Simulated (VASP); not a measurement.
# HfSi20H10 in VASP: single point with PBE

Aim: the single point of HfSi20H10 with PBE.

Everything below comes from runs of VASP 6.6.1. Logs are shortened: lines on timing, memory, paths and dates and some standing lists are left out, and cuts for length are marked.

## Step 1: The cell of the first run

The cell holds a slab with vacuum, 31 atoms: a = 7.679 Å, b = 7.679 Å, c = 18.254 Å, α = 90.00°, β = 90.00°, γ = 90.00°.

## Step 2: Single point, PBE

Contents of INCAR:

```
SYSTEM = HfSi20H10
PREC = Accurate ; ENCUT = 520
EDIFF = 1E-7 ; ISMEAR = 0
SIGMA = 0.05 ; LREAL = Auto
LASPH = .True. ; NELM = 80
ALGO = Normal ; ISIF = 2
LWAVE = .False. ; LCHARG = .True.
GGA = PE ; LELF = .True.
LVHAR = .True. ; NBANDS = 71
```

Contents of KPOINTS:

```
Automatic mesh
0
Gamma
  2 2 1
  0 0 0
```

Contents of POSCAR:

```
HfSi20H10
1.0
    7.6791800000      0.0000000000      0.0000000000
    0.0000000000      7.6791800000      0.0000000000
    0.0000000000      0.0000000000     18.2543620000
H Si Hf
10 20 1
Direct
    0.4093920184      0.0000000000      0.0547814270
    0.0906079816      0.0000000000      0.0547814270
    0.9093920184      0.0000000000      0.0547814270
    0.5906079816      0.0000000000      0.0547814270
    0.4093920184      0.5000000000      0.0547814270
    0.0906079816      0.5000000000      0.0547814270
    0.9093920184      0.5000000000      0.0547814270
    0.5906079816      0.5000000000      0.0547814270
    0.2099747629      0.4369690514      0.4679146825
    0.7901425673      0.4363648202      0.4678641193
    0.2500000000      0.0000000000      0.1021948069
    0.7500000000      0.0000000000      0.1021948069
    0.2500000000      0.5000000000      0.1021948069
    0.7500000000      0.5000000000      0.1021948069
    0.2545780930      0.2500097667      0.1727418356
    0.7453148643      0.2500134129      0.1727863181
    0.2480182780      0.7498557138      0.1799451550
    0.7519890145      0.7498363106      0.1799613155
    0.0000101573      0.2450942679      0.2402610401
    0.4998787631      0.2481612620      0.2485923638
    0.0000311231      0.7529617746      0.2597141987
    0.4999707000      0.7507555494      0.2553875068
    0.0001056102      0.0240213148      0.3258223980
    0.4997394253      0.0069046435      0.3285974607
    0.0002320560      0.4760297323      0.3221160509
    0.4999033751      0.4928922098      0.3291041889
    0.2532401897      0.0674664482      0.4015321379
    0.7465946885      0.0676220638      0.4012077223
    0.2491960079      0.3830461065      0.3852248027
    0.7510100037      0.3834301319      0.3849741777
    0.9995526866      0.2355354348      0.4612779674
```

Potentials or basis: VASP PAW PBE potentials, release 64 (H, Si, Hf_pv).

Command:

```
$ cat potpaw_PBE.64/H/POTCAR potpaw_PBE.64/Si/POTCAR potpaw_PBE.64/Hf_pv/POTCAR > POTCAR
$ mpirun -np 1 vasp_std > vasp.out
```

OUTCAR:

```text
SYSTEM = HfSi20H10
   PREC = Accurate
   ENCUT = 520
   EDIFF = 1E-7
   ISMEAR = 0
   LREAL = Auto
   LASPH = .True.
   NELM = 80
   ISIF = 2
   GGA = PE

 ion  position               nearest neighbor table
   1  0.409  0.000  0.055-  11 1.50
   2  0.091  0.000  0.055-  11 1.50
   3  0.909  0.000  0.055-  12 1.50
   4  0.591  0.000  0.055-  12 1.50
   5  0.409  0.500  0.055-  13 1.50
   6  0.091  0.500  0.055-  13 1.50
   7  0.909  0.500  0.055-  14 1.50
   8  0.591  0.500  0.055-  14 1.50
   9  0.210  0.437  0.468-  29 1.59  31 2.24
  10  0.790  0.436  0.468-  30 1.60  31 2.23
  11  0.250  0.000  0.102-   1 1.50   2 1.50  15 2.31  17 2.39
  12  0.750  0.000  0.102-   3 1.50   4 1.50  16 2.31  18 2.39
  13  0.250  0.500  0.102-   5 1.50   6 1.50  15 2.31  17 2.39
  14  0.750  0.500  0.102-   7 1.50   8 1.50  16 2.31  18 2.39
  15  0.255  0.250  0.173-  19 2.31  13 2.31  11 2.31  20 2.34
  16  0.745  0.250  0.173-  19 2.31  14 2.31  12 2.31  20 2.34
  17  0.248  0.750  0.180-  22 2.37  13 2.39  11 2.39  21 2.40
  18  0.752  0.750  0.180-  22 2.38  14 2.39  12 2.39  21 2.40
  19  0.000  0.245  0.240-  23 2.31  15 2.31  16 2.31  25 2.32
  20  0.500  0.248  0.249-  15 2.34  16 2.34  24 2.36  26 2.39
  21  0.000  0.753  0.260-  17 2.40  18 2.40  23 2.41  25 2.41
  22  0.500  0.751  0.255-  17 2.37  18 2.38  24 2.38  26 2.39
  23  0.000  0.024  0.326-  19 2.31  21 2.41  28 2.41  27 2.41  31 2.96
  24  0.500  0.007  0.329-  20 2.36  28 2.36  27 2.36  22 2.38
  25  0.000  0.476  0.322-  19 2.32  30 2.34  29 2.34  21 2.41  31 3.14
  26  0.500  0.493  0.329-  30 2.34  29 2.34  20 2.39  22 2.39
  27  0.253  0.067  0.402-  24 2.36  23 2.41  29 2.44  31 2.58
  28  0.747  0.068  0.401-  24 2.36  23 2.41  30 2.44  31 2.58
  29  0.249  0.383  0.385-   9 1.59  26 2.34  25 2.34  27 2.44  31 2.62
  30  0.751  0.383  0.385-  10 1.60  26 2.34  25 2.34  28 2.44  31 2.62
  31  1.000  0.236  0.461-  10 2.23   9 2.24  28 2.58  27 2.58  30 2.62  29 2.62  23 2.96  25 3.14

  LATTYP: Found a simple tetragonal cell.
 ALAT       =     7.6791800000
 C/A-ratio  =     2.3771238596

  Lattice vectors:

 A1 = (   7.6791800000,   0.0000000000,   0.0000000000)
 A2 = (   0.0000000000,   7.6791800000,   0.0000000000)
 A3 = (   0.0000000000,   0.0000000000,  18.2543620000)

Analysis of symmetry for initial positions (statically):
=====================================================================
 Subroutine PRICEL returns:
 Original cell was already a primitive cell.

 Routine SETGRP: Setting up the symmetry group for a
 simple tetragonal supercell.

 Subroutine GETGRP returns: Found  1 space group operations
 (whereof  1 operations were pure point group operations)
 out of a pool of 16 trial point group operations.

The static configuration has the point symmetry C_1 .

Analysis of symmetry for dynamics (positions and initial velocities):
=====================================================================
 Subroutine PRICEL returns:
 Original cell was already a primitive cell.

 Routine SETGRP: Setting up the symmetry group for a
 simple tetragonal supercell.

 Subroutine GETGRP returns: Found  1 space group operations
 (whereof  1 operations were pure point group operations)
 out of a pool of 16 trial point group operations.

The dynamic configuration has the point symmetry C_1 .

 Subroutine INISYM returns: Found  1 space group operations
 (whereof  1 operations are pure point group operations),
 and found     1 'primitive' translations

----------------------------------------------------------------------------------------

                                     Primitive cell

  volume of cell :    1076.4562

  direct lattice vectors                    reciprocal lattice vectors
     7.679180000  0.000000000  0.000000000     0.130222237  0.000000000  0.000000000
     0.000000000  7.679180000  0.000000000     0.000000000  0.130222237  0.000000000
     0.000000000  0.000000000 18.254362000     0.000000000  0.000000000  0.054781427

  length of vectors
     7.679180000  7.679180000 18.254362000     0.130222237  0.130222237  0.054781427

  position of ions in fractional coordinates (direct lattice)
     0.409392018  0.000000000  0.054781427
     0.090607982  0.000000000  0.054781427
     0.909392018  0.000000000  0.054781427
     0.590607982  0.000000000  0.054781427
     0.409392018  0.500000000  0.054781427
     0.090607982  0.500000000  0.054781427
[... 23 lines left out ...]
     0.751010004  0.383430132  0.384974178
     0.999552687  0.235535435  0.461277967

  ion indices of the primitive-cell ions
   primitive index   ion index
                 1           1
                 2           2
                 3           3
                 4           4
                 5           5
                 6           6
[... 23 lines left out ...]
                30          30
                31          31

----------------------------------------------------------------------------------------

 KPOINTS: Automatic mesh

Automatic generation of k-mesh.
 Grid dimensions read from file:
 generate k-points for:    2    2    1

 Generating k-lattice:

  Cartesian coordinates                     Fractional coordinates (reciprocal lattice)
     0.065111119  0.000000000  0.000000000     0.500000000  0.000000000  0.000000000
     0.000000000  0.065111119  0.000000000     0.000000000  0.500000000  0.000000000
     0.000000000  0.000000000  0.054781427     0.000000000  0.000000000  1.000000000

  Length of vectors
     0.065111119  0.065111119  0.054781427

  Shift w.r.t. Gamma in fractional coordinates (k-lattice)
     0.000000000  0.000000000  0.000000000

 Subroutine IBZKPT returns following result:
 ===========================================

 Found      4 irreducible k-points:

 Following reciprocal coordinates:
            Coordinates               Weight
  0.000000  0.000000  0.000000      1.000000
  0.500000  0.000000  0.000000      1.000000
  0.000000  0.500000  0.000000      1.000000
  0.500000  0.500000  0.000000      1.000000
   k-points           NKPTS =      4   k-points in BZ     NKDIM =      4   number of bands    NBANDS=     71
   number of dos      NEDOS =    301   number of ions     NIONS =     31
   total plane-waves  NPLWV = 504000
   dimension x,y,z NGX =    60 NGY =   60 NGZ =  140
   dimension x,y,z NGXF=   120 NGYF=  120 NGZF=  280
   ions per type =              10  20   1
   NGX,Y,Z   is equivalent  to a cutoff of  12.99, 12.99, 12.75 a.u.
   NGXF,Y,Z  is equivalent  to a cutoff of  25.98, 25.98, 25.50 a.u.
 SYSTEM =  HfSi20H10
   PREC   = accura    normal or accurate (medium, high low for compatibility)
   ISTART =      0    job   : 0-new  1-cont  2-samecut
   ICHARG =      2    charge: 1-file 2-atom 10-const
   ISPIN  =      1    spin polarized calculation?
   LNONCOLLINEAR =      F non collinear calculations
   LSORBIT =      F    spin-orbit coupling
   LASPH  =      T    aspherical Exc in radial PAW
   ENCUT  =  520.0 eV  38.22 Ry    6.18 a.u.  14.28 14.28 33.94*2*pi/ulx,y,z
   NELM   =     80;   NELMIN=  2; NELMDL= -5     # of ELM steps
   EDIFF  = 0.1E-06   stopping-criterion for ELM
   LREAL  =      T    real-space projection
   EDIFFG = 0.1E-05   stopping-criterion for IOM
   NSW    =      0    number of steps for IOM
   IBRION =     -1    ionic relax: 0-MD 1-quasi-New 2-CG
   NFREE  =      0    steps in history (QN), initial steepest desc. (CG)
   ISIF   =      2    stress and relaxation
   ISYM   =      2    0-nonsym 1-usesym 2-fastsym
   POTIM  = 0.5000    time-step for ionic-motion
   TEBEG  =    0.0;   TEEND  =   0.0 temperature during run
   PSTRESS=    0.0 pullay stress
   NELECT =     100.0000    total number of electrons
   NUPDOWN=      -1.0000    fix difference up-down
   EMIN   =  10.00;   EMAX   =-10.00  energy-range for DOS
   EFERMI =   0.00;   METHOD = LEGACY
   ISMEAR =     0;   SIGMA  =   0.05  broadening in eV -4-tet -1-fermi 0-gaus
   EFERMI_NEDOS =   21; number of points for ismear=-14 and -15
   IALGO  =     38    algorithm
   IMIX   =      4    mixing-type and parameters
     AMIX     =   0.40;   BMIX     =  1.00
     AMIX_MAG =   1.60;   BMIX_MAG =  1.00
  volume/ion in A,a.u.               =      34.72       234.33
  Fermi-wavevector in a.u.,A,eV,Ry     =   0.741440  1.401119  7.479576  0.549733
  Thomas-Fermi vector in A             =   1.836081
   LORBIT       =      0    0 simple, 1 ext, 2 COOP (PROOUT), +10 PAW based schemes
   GGA     = PE    functional components
   LHFCALC =     F    Hartree Fock is set to
   AEXX    =    0.0000 exact exchange contribution
   IVDW    =     0    specifies the selected vdW correction
   LEPSILON=     F    determine dielectric tensor
   LRPA    =     F    only Hartree local field effects (RPA)
 non-spin polarized calculation
 Gauss-broadening in eV      SIGMA  =   0.05
  energy-cutoff  :      520.00
  volume of cell :     1076.46
 maximum number of plane-waves:     29043
 NGX is ok and might be reduce to    60
   NGX = 29   NGY = 29   NGZ = 67

 number of electron     100.0000004 magnetization

 Free energy of the ion-electron system (eV)
  ---------------------------------------------------
  ext. energy  EPLUGINS =         0.00000000
  ---------------------------------------------------
  free energy    TOTEN  =      -144.81696836 eV

  energy without entropy =     -144.80571514  energy(sigma->0) =     -144.81134175

 E-fermi :   0.5557     XC(G=0):  -4.8889

 val. band max:        0.5283086322   @ k =   0.5000   0.0000   0.0000
 cond. band min:       0.5852957927   @ k =   0.5000   0.5000   0.0000
 fundamental gap:      0.0569871605
 Fermi energy:         0.5557469889

 k-point     1 :       0.0000    0.0000    0.0000
  band No.  band energies     occupation
      1     -31.6679      2.00000
      2     -31.4137      2.00000
      3     -31.3571      2.00000
      4     -11.8840      2.00000
      5     -10.8663      2.00000
      6     -10.0361      2.00000
[... 54 lines left out ...]
     61       2.1385      0.00000
     62       2.1630      0.00000

 k-point     2 :       0.5000    0.0000    0.0000
  band No.  band energies     occupation
      1     -31.6679      2.00000
      2     -31.4137      2.00000
      3     -31.3571      2.00000
      4     -11.3799      2.00000
      5     -11.3154      2.00000
      6     -10.4414      2.00000
[... 54 lines left out ...]
     61       2.3280      0.00000
     62       2.4161      0.00000

 k-point     3 :       0.0000    0.5000    0.0000
  band No.  band energies     occupation
      1     -31.6679      2.00000
      2     -31.4137      2.00000
      3     -31.3571      2.00000
      4     -11.6523      2.00000
      5     -10.9721      2.00000
      6     -10.5590      2.00000
[... 54 lines left out ...]
     61       2.1084      0.00000
     62       2.3002      0.00000

 k-point     4 :       0.5000    0.5000    0.0000
  band No.  band energies     occupation
      1     -31.6679      2.00000
      2     -31.4137      2.00000
      3     -31.3571      2.00000
      4     -11.1716      2.00000
      5     -11.0327      2.00000
      6     -10.4973      2.00000
[... 54 lines left out ...]
     61       2.8009      0.00000
     62       3.0008      0.00000
 [bands above 62 left out]

------------------------ aborting loop because EDIFF is reached ----------------------------------------

  FORCE on cell =-STRESS in cart. coord.  units (eV):
  Direction    XX          YY          ZZ          XY          YZ          ZX
  --------------------------------------------------------------------------------------
  -------------------------------------------------------------------------------------
  Total       19.9556539      1.2328808     -0.2701811      0.0090508     -0.0043888      0.0042418
  in kB       29.7016237      1.8349969     -0.4021326      0.0134711     -0.0065323      0.0063135
  external PRESSURE =      10.3781627 kB  Pullay stress =       0.0000000 kB

 VOLUME and BASIS-vectors are now :
 -----------------------------------------------------------------------------
  energy-cutoff  :      520.00
  volume of cell :     1076.46
      direct lattice vectors                 reciprocal lattice vectors
     7.679180000  0.000000000  0.000000000     0.130222237  0.000000000  0.000000000
     0.000000000  7.679180000  0.000000000     0.000000000  0.130222237  0.000000000
     0.000000000  0.000000000 18.254362000     0.000000000  0.000000000  0.054781427

 POSITION                                       TOTAL-FORCE (eV/Angst)
 -----------------------------------------------------------------------------------
      3.14379      0.00000      1.00000        -0.590564     -0.149211     -0.044986
      0.69580      0.00000      1.00000         0.631553     -0.052267      0.007716
      6.98338      0.00000      1.00000        -0.631192     -0.051627      0.008201
      4.53539      0.00000      1.00000         0.590606     -0.149503     -0.044744
      3.14379      3.83959      1.00000        -0.595015      0.152077     -0.037102
      0.69580      3.83959      1.00000         0.639449      0.048989      0.008011
[... 23 lines left out ...]
      5.76714      2.94443      7.02746        -0.000483     -0.006558      0.015987
      7.67574      1.80872      8.42033         0.008420      0.012992     -0.041217
 -----------------------------------------------------------------------------------
    total drift:                               -0.002318     -0.000992      0.020156

  FREE ENERGIE OF THE ION-ELECTRON SYSTEM (eV)
  ---------------------------------------------------
  free  energy   TOTEN  =      -144.8169683584 eV

  energy  without entropy=     -144.8057151443  energy(sigma->0) =     -144.81134175
```

It took 17 min on 1 thread of Intel Xeon Platinum 8259CL at 2.50GHz (Skylake/Cascade Lake), shared host; peak memory 1.1 GiB.

What came out:

```
Free energy            : -144.8170 eV
Largest force          : 0.641 eV/Å
Band gap on the k mesh : 0.06 eV (least direct gap 0.12 eV)
```

Forces in eV/Å, atoms in the order of the input:
```
H   -0.591 -0.149 -0.045
H    0.632 -0.052  0.008
H   -0.631 -0.052  0.008
H    0.591 -0.150 -0.045
H   -0.595  0.152 -0.037
H    0.639  0.049  0.008
H   -0.639  0.048  0.009
H    0.595  0.152 -0.037
H   -0.005 -0.012 -0.016
H    0.002 -0.006 -0.015
Si   0.109 -0.272  0.042
Si  -0.109 -0.269  0.046
Si   0.075  0.274  0.029
Si  -0.076  0.271  0.033
Si   0.001  0.002  0.000
Si   0.000  0.000  0.000
Si   0.001 -0.004  0.000
Si   0.000 -0.003  0.001
Si  -0.002  0.001 -0.002
Si   0.003  0.000  0.002
Si   0.000  0.003 -0.003
Si   0.000  0.002 -0.001
Si   0.001 -0.005  0.017
Si  -0.001  0.008  0.001
Si   0.004 -0.006  0.005
Si   0.001 -0.009 -0.008
Si  -0.023  0.007  0.000
Si   0.021  0.008  0.006
Si  -0.009  0.005  0.018
Si   0.000 -0.007  0.016
Hf   0.008  0.013 -0.041
```

Caveat: spin-orbit coupling is left out, which moves the levels of the heavy elements.
